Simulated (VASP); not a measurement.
# Yb (P6_3/mmc) in VASP: further runs

Runs on Yb. Level: PBE. Tasks: relaxation of shape and atoms at fixed volume.

All numbers are computed with VASP 6.6.1; they aren't measurements. Logs are shortened: lines on timing, memory, paths and dates and some standing lists are left out, and cuts for length are marked.

### Step 1. The cell of the first run

Symmetry: P6_3/mmc, No. 194, hexagonal system. Conventional cell: a = 3.239 Å, b = 3.239 Å, c = 5.317 Å, α = 90.00°, β = 90.00°, γ = 120.00°. Yb (site symmetry -6m2) has 12 Yb at 3.24 to 3.25 Å within 4.3 Å.

This isn't the form of Yb at room conditions, which is fcc.

### Step 2. Relaxation of shape and atoms at fixed volume, PBE

INCAR

```
SYSTEM = Yb
PREC = Accurate
ENCUT = 600
EDIFF = 1E-6
ISMEAR = -1
SIGMA = 0.1
LREAL = .False.
LASPH = .True.
NELM = 100
ALGO = Normal
ISIF = 4
LWAVE = .False.
LCHARG = .False.
GGA = PE
IBRION = 2
NSW = 50
EDIFFG = -0.005
```

KPOINTS

```
Automatic mesh
0
Gamma
  12 12 7
  0 0 0
```

POSCAR

```
Yb
1.0
    3.2388646287      0.0000000000      0.0000000000
   -1.6194323144      2.8049390479      0.0000000000
    0.0000000000      0.0000000000      5.3171229456
Yb
2
Direct
    0.3333333333      0.6666666667      0.2500000000
    0.6666666667      0.3333333333      0.7500000000
```

Potentials or basis: VASP PAW PBE potentials, release 64 (Yb).

Run with:

```bash
$ cat potpaw_PBE.64/Yb/POTCAR > POTCAR
$ mpirun -np 1 vasp_std > vasp.out
```

OUTCAR:

```text
SYSTEM = Yb
   PREC = Accurate
   ENCUT = 600
   EDIFF = 1E-6
   ISMEAR = -1
   LREAL = .False.
   LASPH = .True.
   NELM = 100
   ISIF = 4
   GGA = PE
   IBRION = 2
   NSW = 50
   EDIFFG = -0.005

 ion  position               nearest neighbor table
   1  0.333  0.667  0.250-   2 3.25   2 3.25   2 3.25   2 3.25   2 3.25   2 3.25
   2  0.667  0.333  0.750-   1 3.25   1 3.25   1 3.25   1 3.25   1 3.25   1 3.25

  LATTYP: Found a hexagonal cell.
 ALAT       =     3.2388646287
 C/A-ratio  =     1.6416626056

  Lattice vectors:

 A1 = (   3.2388646287,   0.0000000000,   0.0000000000)
 A2 = (  -1.6194323144,   2.8049390479,   0.0000000000)
 A3 = (   0.0000000000,   0.0000000000,   5.3171229456)

Analysis of symmetry for initial positions (statically):
=====================================================================
 Subroutine PRICEL returns:
 Original cell was already a primitive cell.

 Routine SETGRP: Setting up the symmetry group for a
 hexagonal supercell.

 Subroutine GETGRP returns: Found 24 space group operations
 (whereof 12 operations were pure point group operations)
 out of a pool of 24 trial point group operations.

The static configuration has the point symmetry D_3d.
 The point group associated with its full space group is D_6h.

Analysis of symmetry for dynamics (positions and initial velocities):
=====================================================================
 Subroutine PRICEL returns:
 Original cell was already a primitive cell.

 Routine SETGRP: Setting up the symmetry group for a
 hexagonal supercell.

 Subroutine GETGRP returns: Found 24 space group operations
 (whereof 12 operations were pure point group operations)
 out of a pool of 24 trial point group operations.

The dynamic configuration has the point symmetry D_3d.
 The point group associated with its full space group is D_6h.

 Subroutine INISYM returns: Found 24 space group operations
 (whereof 12 operations are pure point group operations),
 and found     1 'primitive' translations

----------------------------------------------------------------------------------------

                                     Primitive cell

  volume of cell :      48.3051

  direct lattice vectors                    reciprocal lattice vectors
     3.238864629  0.000000000  0.000000000     0.308750169  0.178256993  0.000000000
    -1.619432314  2.804939048  0.000000000     0.000000000  0.356513986  0.000000000
     0.000000000  0.000000000  5.317122946     0.000000000  0.000000000  0.188071634

  length of vectors
     3.238864629  3.238864629  5.317122946     0.356513986  0.356513986  0.188071634

  position of ions in fractional coordinates (direct lattice)
     0.333333333  0.666666667  0.250000000
     0.666666667  0.333333333  0.750000000

  ion indices of the primitive-cell ions
   primitive index   ion index
                 1           1
                 2           2

----------------------------------------------------------------------------------------

 KPOINTS: Automatic mesh

Automatic generation of k-mesh.
 Grid dimensions read from file:
 generate k-points for:   12   12    7

 Generating k-lattice:

  Cartesian coordinates                     Fractional coordinates (reciprocal lattice)
     0.025729181  0.014854749  0.000000000     0.083333333 -0.000000000  0.000000000
     0.000000000  0.029709499  0.000000000     0.000000000  0.083333333  0.000000000
     0.000000000  0.000000000  0.026867376     0.000000000  0.000000000  0.142857143

  Length of vectors
     0.029709499  0.029709499  0.026867376

  Shift w.r.t. Gamma in fractional coordinates (k-lattice)
     0.000000000  0.000000000  0.000000000

 Subroutine IBZKPT returns following result:
 ===========================================

 Found     76 irreducible k-points:

 Following reciprocal coordinates:
            Coordinates               Weight
  0.000000  0.000000  0.000000      1.000000
  0.083333 -0.000000  0.000000      6.000000
  0.166667 -0.000000  0.000000      6.000000
  0.250000  0.000000  0.000000      6.000000
  0.333333 -0.000000  0.000000      6.000000
  0.416667  0.000000  0.000000      6.000000
[... 16 lines left out ...]
  0.250000  0.000000  0.142857     12.000000
  0.333333 -0.000000  0.142857     12.000000
 [... further k-points ...]
   k-points           NKPTS =     76   k-points in BZ     NKDIM =     76   number of bands    NBANDS=     28
   number of dos      NEDOS =    301   number of ions     NIONS =      2
   total plane-waves  NPLWV =  32928
   dimension x,y,z NGX =    28 NGY =   28 NGZ =   42
   dimension x,y,z NGXF=    56 NGYF=   56 NGZF=   84
   ions per type =               2
   NGX,Y,Z   is equivalent  to a cutoff of  14.37, 14.37, 13.13 a.u.
   NGXF,Y,Z  is equivalent  to a cutoff of  28.74, 28.74, 26.26 a.u.
 SYSTEM =  Yb
   PREC   = accura    normal or accurate (medium, high low for compatibility)
   ISTART =      0    job   : 0-new  1-cont  2-samecut
   ICHARG =      2    charge: 1-file 2-atom 10-const
   ISPIN  =      1    spin polarized calculation?
   LNONCOLLINEAR =      F non collinear calculations
   LSORBIT =      F    spin-orbit coupling
   LASPH  =      T    aspherical Exc in radial PAW
   ENCUT  =  600.0 eV  44.10 Ry    6.64 a.u.   6.47  6.47 10.62*2*pi/ulx,y,z
   NELM   =    100;   NELMIN=  2; NELMDL= -5     # of ELM steps
   EDIFF  = 0.1E-05   stopping-criterion for ELM
   LREAL  =      F    real-space projection
   EDIFFG = -.5E-02   stopping-criterion for IOM
   NSW    =     50    number of steps for IOM
   IBRION =      2    ionic relax: 0-MD 1-quasi-New 2-CG
   NFREE  =      1    steps in history (QN), initial steepest desc. (CG)
   ISIF   =      4    stress and relaxation
   ISYM   =      2    0-nonsym 1-usesym 2-fastsym
   POTIM  = 0.5000    time-step for ionic-motion
   TEBEG  =    0.0;   TEEND  =   0.0 temperature during run
   PSTRESS=    0.0 pullay stress
   NELECT =      48.0000    total number of electrons
   NUPDOWN=      -1.0000    fix difference up-down
   EMIN   =  10.00;   EMAX   =-10.00  energy-range for DOS
   EFERMI =   0.00;   METHOD = LEGACY
   ISMEAR =    -1;   SIGMA  =   0.10  broadening in eV -4-tet -1-fermi 0-gaus
   EFERMI_NEDOS =   21; number of points for ismear=-14 and -15
   IALGO  =     38    algorithm
   IMIX   =      4    mixing-type and parameters
     AMIX     =   0.40;   BMIX     =  1.00
     AMIX_MAG =   1.60;   BMIX_MAG =  1.00
  volume/ion in A,a.u.               =      24.15       162.99
  Fermi-wavevector in a.u.,A,eV,Ry     =   1.633645  3.087141 36.311159  2.668795
  Thomas-Fermi vector in A             =   2.725415
   LORBIT       =      0    0 simple, 1 ext, 2 COOP (PROOUT), +10 PAW based schemes
   GGA     = PE    functional components
   LHFCALC =     F    Hartree Fock is set to
   AEXX    =    0.0000 exact exchange contribution
   IVDW    =     0    specifies the selected vdW correction
   LEPSILON=     F    determine dielectric tensor
   LRPA    =     F    only Hartree local field effects (RPA)
 conjugate gradient relaxation of ions
 non-spin polarized calculation
  energy-cutoff  :      600.00
  volume of cell :       48.31
 maximum number of plane-waves:      1641
 NGX is ok and might be reduce to    28
   NGX = 13   NGY = 13   NGZ = 21

--------------------------------------- Ionic step        1  -------------------------------------------

 number of electron      48.0000021 magnetization

 Free energy of the ion-electron system (eV)
  ---------------------------------------------------
  ext. energy  EPLUGINS =         0.00000000
  ---------------------------------------------------
  free energy    TOTEN  =        -6.47688618 eV

  energy without entropy =       -6.33054495  energy(sigma->0) =       -6.40371556

------------------------ aborting loop because EDIFF is reached ----------------------------------------

  FORCE on cell =-STRESS in cart. coord.  units (eV):
  Direction    XX          YY          ZZ          XY          YZ          ZX
  --------------------------------------------------------------------------------------
  -------------------------------------------------------------------------------------
  Total        5.4887565      5.4887565      5.3841341     -0.0000000      0.0000000     -0.0000000
  in kB      182.0503937    182.0503937    178.5802907     -0.0000000      0.0000000     -0.0000000
  external PRESSURE =     180.8936927 kB  Pullay stress =       0.0000000 kB
[... 129 lines left out ...]
  energy  without entropy=       -6.3307142546  energy(sigma->0) =       -6.40386589

--------------------------------------- Ionic step        5  -------------------------------------------

 number of electron      48.0000022 magnetization

 Free energy of the ion-electron system (eV)
  ---------------------------------------------------
  ext. energy  EPLUGINS =         0.00000000
  ---------------------------------------------------
  free energy    TOTEN  =        -6.47701783 eV

  energy without entropy =       -6.33086695  energy(sigma->0) =       -6.40394239

 E-fermi :   2.9178     XC(G=0): -11.3721

 val. band max:        2.9077220913   @ k =   0.3333  -0.0000   0.0000
 cond. band min:       2.9439381280   @ k =   0.3333   0.2500   0.0000
 fundamental gap:      0.0362160367
 Fermi energy:         2.9177605077

 k-point     1 :       0.0000    0.0000    0.0000
  band No.  band energies     occupation
      1     -48.6002      2.00000
      2     -48.5034      2.00000
      3     -21.5105      2.00000
      4     -20.4951      2.00000
      5     -20.4951      2.00000
      6     -20.3478      2.00000
[... 733 lines left out ...]
     27       5.4228      0.00000
     28       5.9779      0.00000

 [... further k-points ...]

------------------------ aborting loop because EDIFF is reached ----------------------------------------

  FORCE on cell =-STRESS in cart. coord.  units (eV):
  Direction    XX          YY          ZZ          XY          YZ          ZX
  --------------------------------------------------------------------------------------
  -------------------------------------------------------------------------------------
  Total        4.2055565      4.2055565      4.2015634     -0.0000000      0.0000000      0.0000000
  in kB      139.4893759    139.4893759    139.3569304     -0.0000000      0.0000000      0.0000000
  external PRESSURE =     139.4452274 kB  Pullay stress =       0.0000000 kB
[... 17 lines left out ...]
  FREE ENERGIE OF THE ION-ELECTRON SYSTEM (eV)
  ---------------------------------------------------
  free  energy   TOTEN  =        -6.4770178288 eV

  energy  without entropy=       -6.3308669504  energy(sigma->0) =       -6.40394239

 reached required accuracy - stopping structural energy minimisation
```

Wall time 17 min (1 thread of Intel Xeon 8259CL, shared host); peak memory 0.27 GiB.

What came out:

```yaml
Free_energy: -6.4770 eV
Energy_gained_by_relaxing: 0.1 meV/atom
Ionic_steps: 5
Pressure_after_relaxing: 13.9 GPa
Band_gap_on_the_k_mesh: zero (bands 24 and 25 overlap by 0.59 eV)
```

The path:
```
step  energy change (eV)  largest force (eV/Å)  pressure (GPa)  volume (Å³)
   1              0.0000                0.0000           18.09        48.31
   2             -0.0001                0.0000           14.13        48.31
   3             -0.0001                0.0000           14.14        48.31
   4             -0.0001                0.0000           14.75        48.31
   5             -0.0001                0.0000           13.94        48.31
```

Final structure:
```
Yb
1.0
     3.24313    0.00000    0.00000
    -1.62157    2.80864    0.00000
     0.00000    0.00000    5.30313
Yb
2
Direct
  0.33333 0.66667 0.25000
  0.66667 0.33333 0.75000
```

Levels at points of the mesh, in eV from the Fermi level:
| k point | band 20 | band 21 | band 22 | band 23 | band 24 | band 25 | band 26 | band 27 | band 28 |
| --- | --- | --- | --- | --- | --- | --- | --- | --- | --- |
| (0.00, 0.00, 0.00) | -0.55 | -0.47 | -0.47 | -0.43 | -0.42 | 1.88 | 3.24 | 3.24 | 3.24 |
| (0.50, 0.00, 0.00) | -0.50 | -0.49 | -0.47 | -0.45 | -0.42 | -0.31 | 0.98 | 2.54 | 2.98 |

Caveat: spin-orbit coupling is left out, which moves the levels of the heavy elements.

### Step 3. Relaxation of shape and atoms at fixed volume, PBE

This run uses another cell than the first one, of 27.70 Å³/atom.

INCAR

```
PREC = Accurate ; ENCUT = 600
EDIFF = 1E-6 ; ISMEAR = -1
SIGMA = 0.1 ; LREAL = False
LASPH = True ; NELM = 100
ALGO = Normal ; ISIF = 4
LWAVE = False ; LCHARG = False
GGA = PE ; IBRION = 2
NSW = 50 ; EDIFFG = -0.005
```

KPOINTS

```
regular mesh
0
Gamma
  12 12 7
```

POSCAR

```
Yb
1.0
    3.3904293060      0.0000000000      0.0000000000
   -1.6952146530      2.9361979088      0.0000000000
    0.0000000000      0.0000000000      5.5659410087
Yb
2
Direct
    0.3333333333      0.6666666667      0.2500000000
    0.6666666667      0.3333333333      0.7500000000
```

Potentials or basis: VASP PAW PBE potentials, release 64 (Yb).

Run with:

```bash
$ cat potpaw_PBE.64/Yb/POTCAR > POTCAR
$ mpirun -np 1 vasp_std > vasp.out
```

OUTCAR:

```text
PREC = Accurate
   ENCUT = 600
   EDIFF = 1E-6
   ISMEAR = -1
   LREAL = False
   LASPH = True
   NELM = 100
   ISIF = 4
   GGA = PE
   IBRION = 2
   NSW = 50
   EDIFFG = -0.005

 ion  position               nearest neighbor table
   1  0.333  0.667  0.250-   2 3.40   2 3.40   2 3.40   2 3.40   2 3.40   2 3.40
   2  0.667  0.333  0.750-   1 3.40   1 3.40   1 3.40   1 3.40   1 3.40   1 3.40

  LATTYP: Found a hexagonal cell.
 ALAT       =     3.3904293060
 C/A-ratio  =     1.6416626056

  Lattice vectors:

 A1 = (   3.3904293060,   0.0000000000,   0.0000000000)
 A2 = (  -1.6952146530,   2.9361979088,   0.0000000000)
 A3 = (   0.0000000000,   0.0000000000,   5.5659410087)

Analysis of symmetry for initial positions (statically):
=====================================================================
 Subroutine PRICEL returns:
 Original cell was already a primitive cell.

 Routine SETGRP: Setting up the symmetry group for a
 hexagonal supercell.

 Subroutine GETGRP returns: Found 24 space group operations
 (whereof 12 operations were pure point group operations)
 out of a pool of 24 trial point group operations.

The static configuration has the point symmetry D_3d.
[... 209 lines left out ...]

 E-fermi :   2.4162     XC(G=0): -10.6645

 val. band max:        2.4047257647   @ k =   0.3333   0.2500   0.0000
 cond. band min:       2.4360234528   @ k =   0.3333   0.3333   0.0000
 fundamental gap:      0.0312976882
 Fermi energy:         2.4161731022

 k-point     1 :       0.0000    0.0000    0.0000
  band No.  band energies     occupation
      1     -49.1771      2.00000
      2     -49.1245      2.00000
      3     -21.8842      2.00000
      4     -21.2157      2.00000
      5     -21.2157      2.00000
      6     -21.1182      2.00000
[... 733 lines left out ...]
     27       4.6828      0.00000
     28       5.0977      0.00000

 [... further k-points ...]

------------------------ aborting loop because EDIFF is reached ----------------------------------------

  FORCE on cell =-STRESS in cart. coord.  units (eV):
  Direction    XX          YY          ZZ          XY          YZ          ZX
  --------------------------------------------------------------------------------------
  -------------------------------------------------------------------------------------
  Total        2.3764110      2.3764110      2.3807544      0.0000000      0.0000000      0.0000000
  in kB       68.7153121     68.7153121     68.8409028      0.0000000      0.0000000      0.0000000
  external PRESSURE =      68.7571757 kB  Pullay stress =       0.0000000 kB

 VOLUME and BASIS-vectors are now :
 -----------------------------------------------------------------------------
  energy-cutoff  :      600.00
  volume of cell :       55.41
      direct lattice vectors                 reciprocal lattice vectors
     3.389224368  0.000000000  0.000000000     0.295052759  0.170348790  0.000000000
    -1.694612184  2.935154402  0.000000000    -0.000000000  0.340697579  0.000000000
     0.000000000  0.000000000  5.569899321     0.000000000  0.000000000  0.179536459

 POSITION                                       TOTAL-FORCE (eV/Angst)
 -----------------------------------------------------------------------------------
     -0.00000      1.95677      1.39247        -0.000000      0.000000      0.000000
      1.69461      0.97838      4.17742         0.000000     -0.000000      0.000000
 -----------------------------------------------------------------------------------
    total drift:                                0.000000     -0.000000      0.000000

  FREE ENERGIE OF THE ION-ELECTRON SYSTEM (eV)
  ---------------------------------------------------
  free  energy   TOTEN  =        -6.9336709550 eV

  energy  without entropy=       -6.7680391347  energy(sigma->0) =       -6.85085504

 reached required accuracy - stopping structural energy minimisation
```

OSZICAR:

```text
N       E                     dE             d eps       ncg     rms          rms(c)
DAV:   1     0.299603151657E+03    0.29960E+03   -0.17640E+04  6076   0.124E+04
DAV:   2     0.524178028129E+02   -0.24719E+03   -0.23823E+03  5920   0.827E+02
DAV:   3     0.402792817839E+01   -0.48390E+02   -0.47030E+02  7008   0.222E+02
[... 21 lines left out ...]
DAV:   4    -0.693378927170E+01   -0.76182E-05   -0.54984E-04  6428   0.980E-01    0.188E-01
DAV:   5    -0.693366916697E+01    0.12010E-03   -0.13500E-04  5872   0.728E-01    0.420E-02
DAV:   6    -0.693366977545E+01   -0.60848E-06   -0.70215E-05  8104   0.250E-01    0.505E-02
DAV:   7    -0.693367173206E+01   -0.19566E-05   -0.20996E-05  5896   0.257E-02    0.580E-02
DAV:   8    -0.693367095505E+01    0.77702E-06   -0.27743E-06  3560   0.116E-01
   2 F= -.69336710E+01 E0= -.68508550E+01  d E =0.382417E-05
```

CONTCAR:

```text
Yb
   1.00000000000000
     3.3892243683069148    0.0000000000000000    0.0000000000000000
    -1.6946121841534574    2.9351544021569875    0.0000000000000000
     0.0000000000000000    0.0000000000000000    5.5698993210029650
  Yb
     2
Direct
     0.3333333332999970    0.6666666667000030    0.2500000000000000
     0.6666666667000030    0.3333333332999970    0.7500000000000000

  0.00000000E+00  0.00000000E+00  0.00000000E+00
  0.00000000E+00  0.00000000E+00  0.00000000E+00
```

It took 9.9 min on 1 thread of Intel Xeon 8259CL, shared host; peak memory 0.29 GiB.

Results:

```yaml
Free_energy: -6.9337 eV
Ionic_steps: 2
Pressure_after_relaxing: 6.9 GPa
Band_gap_on_the_k_mesh: zero (bands 24 and 25 overlap by 0.51 eV)
```

Final structure:
```xyz
2
Lattice="3.3892 0.0000 0.0000 -1.6946 2.9352 0.0000 0.0000 0.0000 5.5699" Properties=species:S:1:pos:R:3 pbc="T T T"
Yb    0.0000    1.9568    1.3925
Yb    1.6946    0.9784    4.1774
```

Levels at points of the mesh, in eV from the Fermi level:
```tsv
k point	band 21	band 22	band 23	band 24	band 25	band 26	band 27	band 28
(0.00, 0.00, 0.00)	-0.45	-0.45	-0.43	-0.42	1.16	3.05	3.11	3.11
(0.50, 0.00, 0.00)	-0.48	-0.46	-0.44	-0.42	-0.27	0.55	2.19	2.93
```

Caveat: spin-orbit coupling is left out, which moves the levels of the heavy elements.
